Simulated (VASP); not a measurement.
A run of VASP 6.6.1 is set up as follows.

INCAR

```
PREC = Accurate
ENCUT = 520
EDIFF = 1E-6
ISMEAR = -1
SIGMA = 0.05
LREAL = False
LASPH = True
NELM = 60
ALGO = Normal
ISIF = 2
LWAVE = False
LCHARG = False
GGA = PE
IVDW = 12
NBANDS = 7
```

Contents of KPOINTS:

```
regular mesh
0
Gamma
  11 11 11
```

POSCAR

```
Mg
1.0
   -1.7589708921      1.7589708921      1.7576773747
    1.7589708921     -1.7589708921      1.7576773747
    1.7589708921      1.7589708921     -1.7576773747
Mg
1
Direct
    0.0000000000      0.0000000000      0.0000000000
```

Potentials or basis: VASP PAW PBE potentials, release 64 (Mg).

The run is started by

```console
$ cat potpaw_PBE.64/Mg/POTCAR > POTCAR
$ mpirun -np 1 vasp_std > vasp.out
```

Task: What does it give for the pressure?

Result: -0.4 GPa.

Task: Predict the band gap on the k mesh.

Result: Zero (band 1 reaches 5.25 eV, above the bottom of band 2 at 2.18 eV).

Task: Estimate the dispersion energy per atom.

Result: -0.299 eV.

Caveat: three body term missing; pairwise dispersion overbinds metals, which lowers pressure and volume.
